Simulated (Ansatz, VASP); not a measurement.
**GaN: VASP beside Ansatz**

The input INCAR:

```
SYSTEM = GaN
ALGO     = Normal         ! electronic algorithm
EDIFF    = 1E-6           ! SCF threshold, eV
ENCUT    = 520            ! plane-wave cutoff, eV
GGA      = PE             ! functional
ISIF     = 2              ! what is computed and relaxed
ISMEAR   = 0              ! smearing method
LASPH    = .TRUE.         ! aspherical terms in the spheres
LCHARG   = .FALSE.        ! write CHGCAR
LREAL    = .FALSE.        ! projectors in reciprocal space
LWAVE    = .FALSE.        ! write WAVECAR
NBANDS   = 46             ! bands
NELM     = 80             ! most SCF steps
PREC     = Accurate       ! precision mode
SIGMA    = 0.05           ! smearing width, eV
```

KPOINTS

```
k-points
0
G
  6 6 6
  0 0 0
```

File POSCAR:

```
GaN
1.0
    4.5484769745      0.0000000000      0.0000000000
    0.0000000000     -4.5484769745      0.0000000000
    0.0000000000      0.0000000000     -4.5484769745
Ga N
4 4
Direct
    0.0000000000      0.0000000000      0.0000000000
    0.5000000000      0.5000000000      0.0000000000
    0.5000000000      0.0000000000      0.5000000000
    0.0000000000      0.5000000000      0.5000000000
    0.7562184048      0.7562184048      0.7500000000
    0.2500000000      0.2500000000      0.7500000000
    0.2500000000      0.7500000000      0.2500000000
    0.7500000000      0.2500000000      0.2500000000
```

Input for Ansatz:

```yaml
crystal:
  lattice:
    - [4.5484769745, 0.0, 0.0]
    - [0.0, -4.5484769745, 0.0]
    - [0.0, 0.0, -4.5484769745]
  atoms:
    - { symbol: Ga, position: [0.0, 0.0, 0.0] }
    - { symbol: Ga, position: [0.5, 0.5, 0.0] }
    - { symbol: Ga, position: [0.5, 0.0, 0.5] }
    - { symbol: Ga, position: [0.0, 0.5, 0.5] }
    - { symbol: "N", position: [0.7562184048, 0.7562184048, 0.75] }
    - { symbol: "N", position: [0.25, 0.25, 0.75] }
    - { symbol: "N", position: [0.25, 0.75, 0.25] }
    - { symbol: "N", position: [0.75, 0.25, 0.25] }
basis:
  ecutwfc: 420
kpoints:
  mp_grid: { grid: [6, 6, 6] }
hamiltonian:
  xc: pbe
scf:
  occupations: { method: gaussian, width: 0.05 }
output:
  forces: true
  stress: true
  eigenvalues: true
```

Alike in both runs: task single point; functional PBE; k mesh 6 × 6 × 6; occupations gaussian, width 0.05 eV; no spin polarisation.

```csv
,VASP,Ansatz
version,VASP 6.6.1,Ansatz 0.2.0
potentials or method,"VASP PAW PBE potentials, release 64 (Ga_d, N), cutoff 520 eV","scalar-relativistic, plane waves, PAW"
valence electrons in the cell,72,72
```

```csv
,VASP,Ansatz,Ansatz less VASP
gap on the k mesh at the Fermi level (eV),1.53,1.52,-0.006
least direct gap on the mesh (eV),1.53,1.52,-0.006
pressure (GPa),0.1,0.1,-0.05
"traceless stress, the component that is largest in VASP (GPa)",-0.34,-0.35,-0.008
rms of the force components (eV/Å),0.151,0.153,+0.0015
```

Atom by atom the forces differ by 0.002 eV/Å (rms over components).
